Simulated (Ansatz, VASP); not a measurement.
HfN: VASP beside Ansatz

```xyz
2
Lattice="0.0000 2.2189 2.2189 2.2189 0.0000 2.2189 2.2189 2.2189 0.0000" Properties=species:S:1:pos:R:3 pbc="T T T"
Hf    2.2189    2.2189    2.2189
N     0.0000    0.0000    0.0000
```

Alike in both runs: task single point; functional LDA; k mesh 10 × 10 × 10; occupations gaussian, width 0.05 eV; no spin polarisation.

```csv
,VASP,Ansatz
version,VASP 6.6.1,Ansatz 0.2.0
potentials or method,"VASP PAW LDA potentials, release 64 (Hf_pv, N), cutoff 520 eV","scalar-relativistic, plane waves, PAW"
valence electrons in the cell,15,31
```

|  | VASP | Ansatz | Ansatz less VASP |
| --- | --- | --- | --- |
| gap on the k mesh at the Fermi level (eV) | none | none | - |
| pressure (GPa) | 5.2 | 6.4 | +1.15 |

LDA's correlation is that of Perdew and Zunger in VASP and of Perdew and Wang (1992) in Ansatz. A gap of «none» marks a metal or a gap that the smearing closes. VASP's potentials hold 15 valence electrons a cell and Ansatz's 31, so a difference there can come from the potentials and not from the codes.

Neither program's run includes spin-orbit coupling.
